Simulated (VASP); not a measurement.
# HfSi7 (P-43m) in VASP: a series of runs

The runs below take HfSi7 through relaxation of cell and atoms, with PBEsol.

Everything below comes from runs of VASP 6.6.1. Logs are shortened: lines on timing, memory, paths and dates and some standing lists are left out, and cuts for length are marked.

### 1 The cell of the first run

It takes space group P-43m (No. 215, cubic). The conventional cell has a = 5.733 Å, b = 5.733 Å, c = 5.733 Å, α = 90.00°, β = 90.00°, γ = 90.00°. Hf (site symmetry -43m) has 4 Si at 2.51 Å within 3.3 Å. Si (site symmetry 3m) has 3 Si at 2.47 Å and 1 Hf at 2.51 Å within 3.3 Å. Within 3.3 Å of Si (site symmetry -42m) lie 4 Si at 2.47 Å.

### 2 Relaxation of cell and atoms, PBEsol

Input file INCAR:

```
SYSTEM = HfSi7
  PREC = Accurate
  ENCUT = 600
  EDIFF = 1E-7
  ISMEAR = 0
  SIGMA = 0.1
  LREAL = .FALSE.
  LASPH = .TRUE.
  NELM = 100
  ALGO = Normal
  ISIF = 3
  LWAVE = .FALSE.
  LCHARG = .FALSE.
  GGA = PS
  IBRION = 2
  NSW = 100
  EDIFFG = -0.05
```

Input file KPOINTS:

```
regular mesh
0
G
  4 4 4
  0 0 0
```

Input file POSCAR:

```
HfSi7
1.0
    5.7334857981      0.0000000000      0.0000000000
    0.0000000000      5.7334857981      0.0000000000
    0.0000000000      0.0000000000      5.7334857981
Hf Si
1 7
Direct
    0.0000000000      0.0000000000      0.0000000000
    0.2526152100      0.2526152100      0.2526152100
    0.0000000000      0.5000000000      0.5000000000
    0.5000000000      0.5000000000      0.0000000000
    0.5000000000      0.0000000000      0.5000000000
    0.7473847900      0.2526152100      0.7473847900
    0.7473847900      0.7473847900      0.2526152100
    0.2526152100      0.7473847900      0.7473847900
```

Potentials or basis: VASP PAW PBE potentials, release 64 (Hf_pv, Si).

The run is started by

```sh
> cat potpaw_PBE.64/Hf_pv/POTCAR potpaw_PBE.64/Si/POTCAR > POTCAR
> mpirun -np 1 vasp_std > vasp.out
```

OUTCAR:

```text
SYSTEM = HfSi7
   PREC = Accurate
   ENCUT = 600
   EDIFF = 1E-7
   ISMEAR = 0
   LREAL = .FALSE.
   LASPH = .TRUE.
   NELM = 100
   ISIF = 3
   GGA = PS
   IBRION = 2
   NSW = 100
   EDIFFG = -0.05

 ion  position               nearest neighbor table
   1  0.000  0.000  0.000-   2 2.51   6 2.51   7 2.51   8 2.51
   2  0.253  0.253  0.253-   3 2.47   4 2.47   5 2.47   1 2.51
   3  0.000  0.500  0.500-   2 2.47   6 2.47   7 2.47   8 2.47
   4  0.500  0.500  0.000-   2 2.47   6 2.47   7 2.47   8 2.47
   5  0.500  0.000  0.500-   2 2.47   6 2.47   7 2.47   8 2.47
   6  0.747  0.253  0.747-   3 2.47   4 2.47   5 2.47   1 2.51
   7  0.747  0.747  0.253-   3 2.47   4 2.47   5 2.47   1 2.51
   8  0.253  0.747  0.747-   3 2.47   4 2.47   5 2.47   1 2.51

  LATTYP: Found a simple cubic cell.
 ALAT       =     5.7334857981

  Lattice vectors:

 A1 = (   5.7334857981,   0.0000000000,   0.0000000000)
 A2 = (   0.0000000000,   5.7334857981,   0.0000000000)
 A3 = (   0.0000000000,   0.0000000000,   5.7334857981)

Analysis of symmetry for initial positions (statically):
=====================================================================
 Subroutine PRICEL returns:
 Original cell was already a primitive cell.

 Routine SETGRP: Setting up the symmetry group for a
 simple cubic supercell.

 Subroutine GETGRP returns: Found 24 space group operations
 (whereof 24 operations were pure point group operations)
 out of a pool of 48 trial point group operations.

The static configuration has the point symmetry T_d .

Analysis of symmetry for dynamics (positions and initial velocities):
=====================================================================
 Subroutine PRICEL returns:
 Original cell was already a primitive cell.

 Routine SETGRP: Setting up the symmetry group for a
 simple cubic supercell.

 Subroutine GETGRP returns: Found 24 space group operations
 (whereof 24 operations were pure point group operations)
 out of a pool of 48 trial point group operations.

The dynamic configuration has the point symmetry T_d .

 Subroutine INISYM returns: Found 24 space group operations
 (whereof 24 operations are pure point group operations),
 and found     1 'primitive' translations

----------------------------------------------------------------------------------------

                                     Primitive cell

  volume of cell :     188.4761

  direct lattice vectors                    reciprocal lattice vectors
[... 73 lines left out ...]
   NGXF,Y,Z  is equivalent  to a cutoff of  27.84, 27.84, 27.84 a.u.
 SYSTEM =  HfSi7
   PREC   = accura    normal or accurate (medium, high low for compatibility)
   ISTART =      0    job   : 0-new  1-cont  2-samecut
   ICHARG =      2    charge: 1-file 2-atom 10-const
   ISPIN  =      1    spin polarized calculation?
   LNONCOLLINEAR =      F non collinear calculations
   LSORBIT =      F    spin-orbit coupling
   LASPH  =      T    aspherical Exc in radial PAW
   ENCUT  =  600.0 eV  44.10 Ry    6.64 a.u.  11.45 11.45 11.45*2*pi/ulx,y,z
   NELM   =    100;   NELMIN=  2; NELMDL= -5     # of ELM steps
   EDIFF  = 0.1E-06   stopping-criterion for ELM
   LREAL  =      F    real-space projection
   EDIFFG = -.5E-01   stopping-criterion for IOM
   NSW    =    100    number of steps for IOM
   IBRION =      2    ionic relax: 0-MD 1-quasi-New 2-CG
   NFREE  =      1    steps in history (QN), initial steepest desc. (CG)
   ISIF   =      3    stress and relaxation
   ISYM   =      2    0-nonsym 1-usesym 2-fastsym
   POTIM  = 0.5000    time-step for ionic-motion
   TEBEG  =    0.0;   TEEND  =   0.0 temperature during run
   PSTRESS=    0.0 pullay stress
   NELECT =      38.0000    total number of electrons
   NUPDOWN=      -1.0000    fix difference up-down
   EMIN   =  10.00;   EMAX   =-10.00  energy-range for DOS
   EFERMI =   0.00;   METHOD = LEGACY
   ISMEAR =     0;   SIGMA  =   0.10  broadening in eV -4-tet -1-fermi 0-gaus
   EFERMI_NEDOS =   21; number of points for ismear=-14 and -15
   IALGO  =     38    algorithm
   IMIX   =      4    mixing-type and parameters
     AMIX     =   0.40;   BMIX     =  1.00
     AMIX_MAG =   1.60;   BMIX_MAG =  1.00
  volume/ion in A,a.u.               =      23.56       158.99
  Fermi-wavevector in a.u.,A,eV,Ry     =   0.959954  1.814051 12.537939  0.921513
  Thomas-Fermi vector in A             =   2.089196
   LORBIT       =      0    0 simple, 1 ext, 2 COOP (PROOUT), +10 PAW based schemes
   GGA     = PS    functional components
   LHFCALC =     F    Hartree Fock is set to
   AEXX    =    0.0000 exact exchange contribution
   IVDW    =     0    specifies the selected vdW correction
   LEPSILON=     F    determine dielectric tensor
   LRPA    =     F    only Hartree local field effects (RPA)
 conjugate gradient relaxation of ions
 non-spin polarized calculation
 Gauss-broadening in eV      SIGMA  =   0.10
  energy-cutoff  :      600.00
  volume of cell :      188.48
 maximum number of plane-waves:      6355
 NGX is ok and might be reduce to    48
   NGX = 23   NGY = 23   NGZ = 23

--------------------------------------- Ionic step        1  -------------------------------------------

 number of electron      37.9999998 magnetization

 Free energy of the ion-electron system (eV)
  ---------------------------------------------------
  ext. energy  EPLUGINS =         0.00000000
  ---------------------------------------------------
  free energy    TOTEN  =       -47.57390638 eV

  energy without entropy =      -47.56505643  energy(sigma->0) =      -47.56948141

------------------------ aborting loop because EDIFF is reached ----------------------------------------

  FORCE on cell =-STRESS in cart. coord.  units (eV):
  Direction    XX          YY          ZZ          XY          YZ          ZX
  --------------------------------------------------------------------------------------
  -------------------------------------------------------------------------------------
  Total       -3.9937303     -3.9937303     -3.9937303      0.0000000      0.0000000      0.0000000
  in kB      -33.9494773    -33.9494773    -33.9494773      0.0000000      0.0000000      0.0000000
  external PRESSURE =     -33.9494773 kB  Pullay stress =       0.0000000 kB
[... 155 lines left out ...]
--------------------------------------- Ionic step        5  -------------------------------------------

 number of electron      38.0000001 magnetization

 Free energy of the ion-electron system (eV)
  ---------------------------------------------------
  ext. energy  EPLUGINS =         0.00000000
  ---------------------------------------------------
  free energy    TOTEN  =       -48.13876806 eV

  energy without entropy =      -48.12555361  energy(sigma->0) =      -48.13216083

 E-fermi :   4.7805     XC(G=0):  -9.4786

 val. band max:        4.7016193700   @ k =   0.5000   0.5000   0.0000
 cond. band min:       4.8594253698   @ k =   0.2500   0.0000   0.0000
 fundamental gap:      0.1578059997
 Fermi energy:         4.7805232933

 k-point     1 :       0.0000    0.0000    0.0000
  band No.  band energies     occupation
      1     -25.6899      2.00000
      2     -25.6899      2.00000
      3     -25.6899      2.00000
      4      -6.4344      2.00000
      5      -2.9739      2.00000
      6      -2.9739      2.00000
[... 294 lines left out ...]
  FREE ENERGIE OF THE ION-ELECTRON SYSTEM (eV)
  ---------------------------------------------------
  free  energy   TOTEN  =       -48.1387680591 eV

  energy  without entropy=      -48.1255536067  energy(sigma->0) =      -48.13216083

 reached required accuracy - stopping structural energy minimisation
```

OSZICAR:

```text
N       E                     dE             d eps       ncg     rms          rms(c)
DAV:   1     0.122061576836E+03    0.12206E+03   -0.17418E+04   496   0.148E+03
DAV:   2    -0.380861150188E+02   -0.16015E+03   -0.15628E+03   568   0.241E+02
DAV:   3    -0.487984241490E+02   -0.10712E+02   -0.10546E+02   640   0.468E+01
[... 55 lines left out ...]
DAV:   6    -0.481387681739E+02   -0.23388E-05   -0.64229E-06   600   0.122E-02    0.709E-03
DAV:   7    -0.481387683481E+02   -0.17414E-06   -0.52055E-07   536   0.334E-03    0.161E-03
DAV:   8    -0.481387681987E+02    0.14936E-06   -0.54349E-08   336   0.109E-03    0.125E-03
DAV:   9    -0.481387680696E+02    0.12915E-06   -0.15439E-08   312   0.605E-04    0.316E-04
DAV:  10    -0.481387680591E+02    0.10504E-07   -0.27200E-09   312   0.300E-04
   5 F= -.48138768E+02 E0= -.48132161E+02  d E =-.318712E-01
```

It took 2.2 min on 1 thread of AMD EPYC 9R45 (Zen 5), shared host; peak memory 0.33 GiB.

What came out:

- Free energy: -48.1388 eV
- Relaxed volume: 21.92 Å³/atom
- Relaxed cell: a = 5.597 Å, b = 5.597 Å, c = 5.597 Å, α = 90.00°, β = 90.00°, γ = 90.00°
- Space group after relaxing (to 0.1 Å): P-43m (No. 215)
- Energy gained by relaxing: 70.6 meV/atom
- Ionic steps: 5
- Pressure after relaxing: 0.0 GPa
- Band gap on the k mesh: zero (bands 19 and 20 overlap by 0.10 eV)

The path:
| step | energy change (eV) | largest force (eV/Å) | pressure (GPa) | volume (Å³) |
| --- | --- | --- | --- | --- |
| 1 | 0.0000 | 1.7115 | -3.39 | 188.48 |
| 2 | -0.5158 | 0.6430 | 0.60 | 175.18 |
| 3 | -0.5330 | 0.3927 | 1.74 | 172.30 |
| 4 | -0.5571 | 0.1853 | -0.82 | 176.94 |
| 5 | -0.5649 | 0.0011 | 0.00 | 175.38 |

Final structure:
```
CELL_PARAMETERS angstrom
5.59745 0.00000 0.00000
0.00000 5.59745 0.00000
0.00000 0.00000 5.59745
ATOMIC_POSITIONS crystal
Hf 0.00000 0.00000 0.00000
Si 0.26490 0.26490 0.26490
Si 0.00000 0.50000 0.50000
Si 0.50000 0.50000 0.00000
Si 0.50000 0.00000 0.50000
Si 0.73510 0.26490 0.73510
Si 0.73510 0.73510 0.26490
Si 0.26490 0.73510 0.73510
```

Caveat: the PAW data sets were made with another functional, which shifts forces and pressure a little; spin-orbit coupling is left out, which moves the levels of the heavy elements.

### 3 Relaxation of cell and atoms, PBEsol

This run uses another cell than the first one, of 21.87 Å³/atom.

Input file INCAR:

```
  PREC = Accurate
  ENCUT = 600
  EDIFF = 1E-6
  ISMEAR = 0
  SIGMA = 0.1
  LREAL = F
  LASPH = T
  NELM = 60
  ALGO = Normal
  ISIF = 3
  LWAVE = F
  LCHARG = F
  GGA = PS
  IBRION = 2
  NSW = 100
  EDIFFG = -0.005
```

Input file KPOINTS:

```
Automatic mesh
0
Gamma
  6 6 6
```

Input file POSCAR:

```
HfSi7
1.0
    5.5933672714      0.0000000000      0.0000000000
    0.0000000000      5.5933672714      0.0000000000
    0.0000000000      0.0000000000      5.5933672714
Hf Si
1 7
Direct
    0.0000000000      0.0000000000      0.0000000000
    0.2650199410      0.2650199410      0.2650199410
    0.0000000000      0.5000000000      0.5000000000
    0.5000000000      0.5000000000      0.0000000000
    0.5000000000      0.0000000000      0.5000000000
    0.7349800590      0.2650199410      0.7349800590
    0.7349800590      0.7349800590      0.2650199410
    0.2650199410      0.7349800590      0.7349800590
```

Potentials or basis: VASP PAW PBE potentials, release 64 (Hf_pv, Si).

The run is started by

```sh
> cat potpaw_PBE.64/Hf_pv/POTCAR potpaw_PBE.64/Si/POTCAR > POTCAR
> mpirun -np 1 vasp_std > vasp.out
```

Wall time 2.2 min (1 thread of AMD EPYC 9R45 (Zen 5), shared host); peak memory 0.36 GiB.

The run converged. Its results:

| Property | Result |
| --- | --- |
| Free energy | -48.1497 eV |
| Relaxed volume | 21.92 Å³/atom |
| Relaxed cell | a = 5.597 Å, b = 5.597 Å, c = 5.597 Å, α = 90.00°, β = 90.00°, γ = 90.00° |
| Space group after relaxing (to 0.1 Å) | P-43m (No. 215) |
| Energy gained by relaxing | 0.0 meV/atom |
| Ionic steps | 4 |
| Pressure after relaxing | 0.0 GPa |
| Band gap on the k mesh | zero (bands 19 and 20 overlap by 0.11 eV) |

Forces in eV/Å, atoms in the order of the input:
```
Hf   0.000  0.000  0.000
Si  -0.002 -0.002 -0.002
Si   0.000  0.000  0.000
Si   0.000  0.000  0.000
Si   0.000  0.000  0.000
Si   0.002 -0.002  0.002
Si   0.002  0.002 -0.002
Si  -0.002  0.002  0.002
```

Step by step:
| step | energy change (eV) | largest force (eV/Å) | pressure (GPa) | volume (Å³) |
| --- | --- | --- | --- | --- |
| 1 | 0.0000 | 0.0088 | 0.17 | 174.99 |
| 2 | -0.0001 | 0.0134 | -0.10 | 175.60 |
| 3 | -0.0002 | 0.0118 | -0.01 | 175.38 |
| 4 | -0.0002 | 0.0029 | 0.00 | 175.38 |

Final structure:
```
Hf Si
1.0
     5.59750    0.00000    0.00000
     0.00000    5.59750    0.00000
     0.00000    0.00000    5.59750
Hf Si
1 7
Direct
  0.00000 0.00000 0.00000
  0.26494 0.26494 0.26494
  0.00000 0.50000 0.50000
  0.50000 0.50000 0.00000
  0.50000 0.00000 0.50000
  0.73506 0.26494 0.73506
  0.73506 0.73506 0.26494
  0.26494 0.73506 0.73506
```

Levels at points of the mesh, in eV from the Fermi level:
| k point | band 17 | band 18 | band 19 | band 20 | band 21 | band 22 |
| --- | --- | --- | --- | --- | --- | --- |
| (0.00, 0.00, 0.00) | -0.69 | -0.69 | -0.69 | -0.17 | -0.17 | 0.87 |
| (0.50, 0.00, 0.00) | -1.48 | -0.10 | -0.10 | 0.96 | 1.09 | 1.55 |
| (0.50, 0.50, 0.00) | -1.44 | -0.07 | -0.07 | 1.33 | 1.46 | 2.09 |
| (0.50, 0.50, 0.50) | -0.67 | -0.67 | -0.67 | 1.11 | 1.11 | 1.28 |

Caveat: the PAW data sets were made with another functional, which shifts forces and pressure a little; spin-orbit coupling is left out, which moves the levels of the heavy elements.
